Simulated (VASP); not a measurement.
# Eu2O3 (P-3m1) in VASP: notebook

The runs below take Eu2O3 through single point, with PBEsol+U.

All numbers are computed with VASP 6.6.1; they aren't measurements. Logs are shortened: lines on timing, memory, paths and dates and some standing lists are left out, and cuts for length are marked.

**1. The cell of the first run**

It takes space group P-3m1 (No. 164, trigonal). The conventional cell has a = 3.737 Å, b = 3.737 Å, c = 5.825 Å, α = 90.00°, β = 90.00°, γ = 120.00°. Eu (site symmetry 3m) has 7 O at 2.25 to 2.59 Å within 3.0 Å. Within 3.4 Å of O (site symmetry -3m) lie 6 Eu at 2.59 Å and 6 O at 2.98 Å. O (site symmetry 3m) has 4 Eu at 2.25 to 2.34 Å and 6 O at 2.76 to 2.98 Å within 3.0 Å.

**2. Single point, PBEsol+U, collinear spin, ferromagnetic start**

INCAR reads:

```
ALGO = Normal
EDIFF = 1E-6
ENCUT = 520
GGA = PS
ISIF = 2
ISMEAR = 0
ISPIN = 2
LASPH = T
LCHARG = F
LDAU = T
LDAUJ = 0 0
LDAUL = 3 -1
LDAUPRINT = 1
LDAUTYPE = 2
LDAUU = 6 0
LMAXMIX = 6
LORBIT = 11
LREAL = F
LWAVE = F
MAGMOM = 6.45 6.45 0 0 0
NBANDS = 38
NELM = 150
PREC = Accurate
SIGMA = 0.02
```

KPOINTS reads:

```
k-points
0
Gamma
  9 9 6
```

POSCAR reads:

```
Eu2O3
1.0
    3.7368887364      0.0000000000      0.0000000000
   -1.8684443682      3.2362405769      0.0000000000
    0.0000000000      0.0000000000      5.8249421293
Eu O
2 3
Direct
    0.6666666667      0.3333333333      0.7540997746
    0.3333333333      0.6666666667      0.2459002254
    0.0000000000      0.0000000000      0.0000000000
    0.6666666667      0.3333333333      0.3529045616
    0.3333333333      0.6666666667      0.6470954384
```

Potentials or basis: VASP PAW PBE potentials, release 64 (Eu, O).

Run with:

```
> cat potpaw_PBE.64/Eu/POTCAR potpaw_PBE.64/O/POTCAR > POTCAR
> mpirun -np 1 vasp_std > vasp.out
```

OUTCAR:

```text
EDIFF = 1E-6
   ENCUT = 520
   GGA = PS
   ISIF = 2
   ISMEAR = 0
   ISPIN = 2
   LASPH = T
   LORBIT = 11
   LREAL = F
   NELM = 150
   PREC = Accurate

 ion  position               nearest neighbor table
   1  0.667  0.333  0.754-   5 2.25   5 2.25   5 2.25   4 2.34   3 2.59   3 2.59   3 2.59
   2  0.333  0.667  0.246-   4 2.25   4 2.25   4 2.25   5 2.34   3 2.59   3 2.59   3 2.59
   3  0.000  0.000  0.000-   1 2.59   2 2.59   1 2.59   2 2.59   1 2.59   2 2.59
   4  0.667  0.333  0.353-   2 2.25   2 2.25   2 2.25   1 2.34
   5  0.333  0.667  0.647-   1 2.25   1 2.25   1 2.25   2 2.34

  LATTYP: Found a hexagonal cell.
 ALAT       =     3.7368887364
 C/A-ratio  =     1.5587678789

  Lattice vectors:

 A1 = (   3.7368887364,   0.0000000000,   0.0000000000)
 A2 = (  -1.8684443682,   3.2362405769,   0.0000000000)
 A3 = (   0.0000000000,   0.0000000000,   5.8249421293)

Analysis of symmetry for initial positions (statically):
=====================================================================
 Subroutine PRICEL returns:
 Original cell was already a primitive cell.

 Routine SETGRP: Setting up the symmetry group for a
 hexagonal supercell.

 Subroutine GETGRP returns: Found 12 space group operations
 (whereof 12 operations were pure point group operations)
 out of a pool of 24 trial point group operations.

The static configuration has the point symmetry D_3d.

Analysis of symmetry for dynamics (positions and initial velocities):
=====================================================================
 Subroutine PRICEL returns:
 Original cell was already a primitive cell.

 Routine SETGRP: Setting up the symmetry group for a
 hexagonal supercell.

 Subroutine GETGRP returns: Found 12 space group operations
 (whereof 12 operations were pure point group operations)
 out of a pool of 24 trial point group operations.

[... 238 lines left out ...]
  o =  0.9952  v = -0.0000 -0.5841  0.0000  0.0000 -0.8116  0.0000  0.0000  0.0000  0.0000  0.0000  0.0000  0.0000  0.0000  0.0000      0.0000  0.0000  0.0000  0.0000  0.0000  0.0000  0.0000  0.0000  0.0000  0.0000  0.0000  0.0000  0.0000  0.0000
  o =  0.9952  v = -0.0000  0.0000  0.8116  0.0000  0.0000  0.5841 -0.0000  0.0000  0.0000  0.0000  0.0000  0.0000  0.0000  0.0000      0.0000  0.0000  0.0000  0.0000  0.0000  0.0000  0.0000  0.0000  0.0000  0.0000  0.0000  0.0000  0.0000  0.0000
  o =  0.9967  v =  0.0000 -0.0000  0.0000 -0.0000  0.0000 -0.0000 -1.0000  0.0000  0.0000  0.0000  0.0000  0.0000  0.0000  0.0000      0.0000  0.0000  0.0000  0.0000  0.0000  0.0000  0.0000  0.0000  0.0000  0.0000  0.0000  0.0000  0.0000  0.0000
  o =  0.9969  v = -0.0000  0.8116 -0.0000  0.0000 -0.5841  0.0000 -0.0000  0.0000  0.0000  0.0000  0.0000  0.0000  0.0000  0.0000      0.0000  0.0000  0.0000  0.0000  0.0000  0.0000  0.0000  0.0000  0.0000  0.0000  0.0000  0.0000  0.0000  0.0000
  o =  0.9969  v =  0.0000  0.0000  0.5841 -0.0000 -0.0000 -0.8116 -0.0000  0.0000  0.0000  0.0000  0.0000  0.0000  0.0000  0.0000      0.0000  0.0000  0.0000  0.0000  0.0000  0.0000  0.0000  0.0000  0.0000  0.0000  0.0000  0.0000  0.0000  0.0000

 number of electron      51.9999997 magnetization      11.9999830

 Free energy of the ion-electron system (eV)
  ---------------------------------------------------
  ext. energy  EPLUGINS =         0.00000000
  ---------------------------------------------------
  free energy    TOTEN  =       -52.21060162 eV

  energy without entropy =      -52.21060162  energy(sigma->0) =      -52.21060162

 E-fermi :   2.5728     XC(G=0): -11.5478

 val. band max:        2.3679790818   @ k =   0.0000   0.0000   0.0000
 cond. band min:       4.2439902952   @ k =   0.0000   0.0000   0.0000
 fundamental gap:      1.8760112134
 Fermi energy:         2.5728450790

 spin component 1

 k-point     1 :       0.0000    0.0000    0.0000
  band No.  band energies     occupation
      1     -38.1720      1.00000
      2     -38.0766      1.00000
      3     -17.7909      1.00000
      4     -16.4336      1.00000
      5     -16.4336      1.00000
      6     -16.2894      1.00000
[... 1961 lines left out ...]
     37       9.3941      0.00000
     38       9.6660      0.00000

 [... further k-points ...]
[... 5 lines left out ...]
  --------------------------------------------------------------------------------------
  -------------------------------------------------------------------------------------
  Total        0.6861480      0.6861480      0.4491006      0.0000000     -0.0000000      0.0000000
  in kB       15.6057909     15.6057909     10.2143703      0.0000000     -0.0000000      0.0000000
  external PRESSURE =      13.8086507 kB  Pullay stress =       0.0000000 kB

 VOLUME and BASIS-vectors are now :
 -----------------------------------------------------------------------------
  energy-cutoff  :      520.00
  volume of cell :       70.44
      direct lattice vectors                 reciprocal lattice vectors
     3.736888736  0.000000000  0.000000000     0.267602294  0.154500257  0.000000000
    -1.868444368  3.236240577  0.000000000     0.000000000  0.309000513  0.000000000
     0.000000000  0.000000000  5.824942129     0.000000000  0.000000000  0.171675525

 POSITION                                       TOTAL-FORCE (eV/Angst)
 -----------------------------------------------------------------------------------
      1.86844      1.07875      4.39259         0.000000      0.000000      0.090327
     -0.00000      2.15749      1.43235         0.000000      0.000000     -0.090327
      0.00000      0.00000      0.00000         0.000000      0.000000     -0.000000
      1.86844      1.07875      2.05565        -0.000000     -0.000000      0.014059
     -0.00000      2.15749      3.76929        -0.000000      0.000000     -0.014059
 -----------------------------------------------------------------------------------
    total drift:                                0.000000     -0.000000      0.000000

  FREE ENERGIE OF THE ION-ELECTRON SYSTEM (eV)
  ---------------------------------------------------
  free  energy   TOTEN  =       -52.2106016195 eV

  energy  without entropy=      -52.2106016195  energy(sigma->0) =      -52.21060162

 total charge

# of ion       s       p       d       f       tot
--------------------------------------------------
    1        2.047   5.733   0.636   6.106  14.522
    2        2.047   5.733   0.636   6.106  14.522
    3        1.548   3.391   0.000   0.000   4.939
    4        1.561   3.489   0.000   0.000   5.050
    5        1.561   3.489   0.000   0.000   5.050
--------------------------------------------------
tot          8.765  21.834   1.272  12.212  44.083

 magnetization (x)

# of ion       s       p       d       f       tot
--------------------------------------------------
    1       -0.007  -0.089   0.067   5.966   5.937
    2       -0.007  -0.089   0.067   5.966   5.937
    3       -0.003  -0.063   0.000   0.000  -0.066
    4       -0.004  -0.051   0.000   0.000  -0.055
    5       -0.004  -0.051   0.000   0.000  -0.055
--------------------------------------------------
tot         -0.026  -0.343   0.134  11.932  11.697
```

Wall time 27 min (1 thread of Intel Xeon Platinum 8488C (Sapphire Rapids), shared host); peak memory 0.42 GiB.

What came out:

| Property | Result |
| --- | --- |
| Free energy | -52.2106 eV |
| Pressure | 1.4 GPa |
| Largest force | 0.090 eV/Å |
| Band gap on the k mesh | 1.88 eV |
| Net moment | 12.00 μB per cell |
| Site moments | Eu +5.94; O -0.07, -0.06 (each value once) μB |
| Valence electrons inside the program's atomic spheres | Eu 14.52; O 4.94, 5.05 (each value once) |

Forces in eV/Å, atoms in the order of the input:
```
Eu   0.000  0.000  0.090
Eu   0.000  0.000 -0.090
O    0.000  0.000  0.000
O    0.000  0.000  0.014
O    0.000  0.000 -0.014
```

Stress tensor (GPa, compression positive):
```
1.56 0.00 0.00
0.00 1.56 0.00
0.00 0.00 1.02
```

Levels at points of the mesh, in eV from the valence-band top:
Spin up:
| k point | band 28 | band 29 | band 30 | band 31 | band 32 | band 33 | band 34 | band 35 | band 36 | band 37 |
| --- | --- | --- | --- | --- | --- | --- | --- | --- | --- | --- |
| (0.00, 0.00, 0.00) | -2.56 | -2.32 | -0.34 | -0.34 | 0.00 | 1.88 | 2.12 | 4.31 | 4.60 | 4.60 |
| (0.00, 0.00, 0.50) | -2.08 | -1.31 | -1.17 | -0.33 | -0.33 | 1.88 | 2.12 | 5.25 | 5.25 | 5.57 |
Spin down:
```csv
k point,band 17,band 18,band 19,band 20,band 21,band 22,band 23,band 24
"(0.00, 0.00, 0.00)",-2.35,-0.67,-0.67,-0.27,4.57,4.98,5.20,5.20
"(0.00, 0.00, 0.50)",-1.38,-1.30,-0.65,-0.65,5.25,5.63,5.63,5.63
```

Eigenvalues of the final occupation matrices:
```
    site  spin  trace                         eigenvalues
site 1 f     1   6.04  0.07 0.99 1.00 1.00 1.00 1.00 1.00
site 1 f     2   0.07  0.01 0.01 0.01 0.01 0.01 0.01 0.03
site 2 f     1   6.04  0.07 0.99 1.00 1.00 1.00 1.00 1.00
site 2 f     2   0.07  0.01 0.01 0.01 0.01 0.01 0.01 0.03
```

Caveat: the PAW data sets were made with another functional, which shifts forces and pressure a little; spin-orbit coupling is left out, which moves the levels of the heavy elements.

**3. Single point, PBEsol+U, collinear spin, ferromagnetic start**

This run uses another cell than the first one, of 14.47 Å³/atom.

INCAR reads:

```
SYSTEM = Eu2O3
PREC = Accurate ; ENCUT = 520
EDIFF = 1E-6 ; ISMEAR = 0
SIGMA = 0.1 ; LREAL = .False.
LASPH = .True. ; NELM = 150
ALGO = Normal ; ISIF = 2
LWAVE = .False. ; LCHARG = .True.
ISPIN = 2 ; MAGMOM = 6 6 0 0 0
LORBIT = 11 ; LMAXMIX = 6
LDAU = .True. ; LDAUTYPE = 2
LDAUL = 3 -1 ; LDAUU = 6 0
LDAUJ = 0 0 ; LDAUPRINT = 1
GGA = PS ; LELF = .True.
LVHAR = .True. ; NBANDS = 38
```

KPOINTS reads:

```
Automatic mesh
0
Gamma
  6 6 4
  0 0 0
```

POSCAR reads:

```
Eu2O3
1.0
    3.7882997900      0.0000000000      0.0000000000
   -1.8941498950      3.2807638550      0.0000000000
    0.0000000000      0.0000000000      5.8208371100
Eu O
2 3
Direct
    0.6666666700      0.3333333300      0.7575559100
    0.3333333300      0.6666666700      0.2424440900
    0.0000000000      0.0000000000      0.0000000000
    0.6666666700      0.3333333300      0.3488964300
    0.3333333300      0.6666666700      0.6511035700
```

Potentials or basis: VASP PAW PBE potentials, release 64 (Eu, O).

Run with:

```
> cat potpaw_PBE.64/Eu/POTCAR potpaw_PBE.64/O/POTCAR > POTCAR
> mpirun -np 1 vasp_std > vasp.out
```

OUTCAR:

```text
SYSTEM = Eu2O3
   PREC = Accurate
   ENCUT = 520
   EDIFF = 1E-6
   ISMEAR = 0
   LREAL = .False.
   LASPH = .True.
   NELM = 150
   ISIF = 2
   ISPIN = 2
   LORBIT = 11
   GGA = PS

 ion  position               nearest neighbor table
   1  0.667  0.333  0.758-   5 2.27   5 2.27   5 2.27   4 2.38   3 2.60   3 2.60   3 2.60
   2  0.333  0.667  0.242-   4 2.27   4 2.27   4 2.27   5 2.38   3 2.60   3 2.60   3 2.60
   3  0.000  0.000  0.000-   1 2.60   2 2.60   2 2.60   1 2.60   1 2.60   2 2.60
   4  0.667  0.333  0.349-   2 2.27   2 2.27   2 2.27   1 2.38
   5  0.333  0.667  0.651-   1 2.27   1 2.27   1 2.27   2 2.38

  LATTYP: Found a hexagonal cell.
 ALAT       =     3.7882997900
 C/A-ratio  =     1.5365302201

  Lattice vectors:

 A1 = (   3.7882997900,   0.0000000000,   0.0000000000)
 A2 = (  -1.8941498950,   3.2807638550,   0.0000000000)
[... 2265 lines left out ...]
  --------------------------------------------------------------------------------------
  -------------------------------------------------------------------------------------
  Total       -0.0377354     -0.0377354      0.4888414      0.0000000      0.0000000      0.0000000
  in kB       -0.8357095     -0.8357095     10.8261444      0.0000000      0.0000000      0.0000000
  external PRESSURE =       3.0515751 kB  Pullay stress =       0.0000000 kB

 VOLUME and BASIS-vectors are now :
 -----------------------------------------------------------------------------
  energy-cutoff  :      520.00
  volume of cell :       72.34
      direct lattice vectors                 reciprocal lattice vectors
     3.788299790  0.000000000  0.000000000     0.263970661  0.152403532  0.000000000
    -1.894149895  3.280763855  0.000000000     0.000000000  0.304807065  0.000000000
     0.000000000  0.000000000  5.820837110     0.000000000  0.000000000  0.171796596

 POSITION                                       TOTAL-FORCE (eV/Angst)
 -----------------------------------------------------------------------------------
      1.89415      1.09359      4.40961         0.000000      0.000000     -0.385804
     -0.00000      2.18718      1.41123        -0.000000     -0.000000      0.385804
      0.00000      0.00000      0.00000        -0.000000      0.000000      0.000000
      1.89415      1.09359      2.03087         0.000000      0.000000      0.054598
     -0.00000      2.18718      3.78997        -0.000000     -0.000000     -0.054598
 -----------------------------------------------------------------------------------
    total drift:                               -0.000000      0.000000     -0.000000

  FREE ENERGIE OF THE ION-ELECTRON SYSTEM (eV)
  ---------------------------------------------------
  free  energy   TOTEN  =       -52.1921288033 eV

  energy  without entropy=      -52.1921288033  energy(sigma->0) =      -52.19212880

 total charge

# of ion       s       p       d       f       tot
--------------------------------------------------
    1        2.044   5.722   0.611   6.109  14.487
    2        2.044   5.722   0.611   6.109  14.487
    3        1.547   3.368   0.000   0.000   4.915
    4        1.558   3.458   0.000   0.000   5.016
    5        1.558   3.458   0.000   0.000   5.016
--------------------------------------------------
tot          8.753  21.729   1.222  12.218  43.922

 magnetization (x)

# of ion       s       p       d       f       tot
--------------------------------------------------
    1       -0.008  -0.090   0.065   5.976   5.944
    2       -0.008  -0.090   0.065   5.976   5.944
    3       -0.003  -0.065   0.000   0.000  -0.068
    4       -0.004  -0.053   0.000   0.000  -0.057
    5       -0.004  -0.053   0.000   0.000  -0.057
--------------------------------------------------
tot         -0.026  -0.351   0.130  11.953  11.706
```

Run time: 8 min. Hardware: 1 thread of Intel Xeon Platinum 8488C (Sapphire Rapids), shared host; peak memory 0.28 GiB.

What came out:

```
Free energy                                           : -52.1921 eV
Pressure                                              : 0.3 GPa
Largest force                                         : 0.386 eV/Å
Band gap on the k mesh                                : 1.61 eV
Net moment                                            : 11.99 μB per cell
Site moments                                          : Eu +5.94; O -0.07, -0.06 (each value once) μB
Valence electrons inside the program's atomic spheres : Eu 14.49; O 4.92, 5.02 (each value once)
```

Forces on the atoms (eV/Å):
```
Eu   0.000  0.000 -0.386
Eu   0.000  0.000  0.386
O    0.000  0.000  0.000
O    0.000  0.000  0.055
O    0.000  0.000 -0.055
```

Stress tensor (GPa, compression positive):
```
-0.08  0.00  0.00
 0.00 -0.08  0.00
 0.00  0.00  1.08
```

Levels at points of the mesh, in eV from the valence-band top:
Spin up:
```tsv
k point	band 29	band 30	band 31	band 32	band 33	band 34	band 35	band 36
(0.00, 0.00, 0.00)	-2.27	-0.34	-0.34	0.00	1.61	1.84	4.11	4.39
(0.50, 0.00, 0.00)	-1.04	-0.96	-0.74	-0.62	1.67	1.89	4.02	5.48
(0.00, 0.00, 0.50)	-1.27	-1.17	-0.34	-0.34	1.61	1.84	5.01	5.01
(0.50, 0.00, 0.50)	-1.53	-1.00	-0.64	-0.30	1.62	1.78	5.13	5.14
```
Spin down:
| k point | band 16 | band 17 | band 18 | band 19 | band 20 | band 21 | band 22 | band 23 | band 24 | band 25 |
| --- | --- | --- | --- | --- | --- | --- | --- | --- | --- | --- |
| (0.00, 0.00, 0.00) | -2.51 | -2.28 | -0.62 | -0.62 | -0.24 | 4.43 | 4.85 | 4.97 | 4.97 | 5.48 |
| (0.50, 0.00, 0.00) | -1.43 | -1.13 | -0.97 | -0.89 | -0.53 | 4.12 | 5.34 | 5.47 | 5.63 | 5.99 |
| (0.00, 0.00, 0.50) | -2.12 | -1.33 | -1.24 | -0.61 | -0.61 | 5.10 | 5.38 | 5.38 | 5.42 | 5.59 |
| (0.50, 0.00, 0.50) | -1.58 | -1.48 | -1.00 | -0.78 | -0.38 | 4.81 | 5.09 | 5.52 | 5.81 | 6.01 |

Eigenvalues of the final occupation matrices:
```
    site  spin  trace                         eigenvalues
site 1 f     1   6.04  0.07 0.99 0.99 0.99 1.00 1.00 1.00
site 1 f     2   0.07  0.01 0.01 0.01 0.01 0.01 0.01 0.03
site 2 f     1   6.04  0.07 0.99 0.99 0.99 1.00 1.00 1.00
site 2 f     2   0.07  0.01 0.01 0.01 0.01 0.01 0.01 0.03
```

Caveat: the PAW data sets were made with another functional, which shifts forces and pressure a little; spin-orbit coupling is left out, which moves the levels of the heavy elements. The state reached can hang on the start; a lower one may exist.
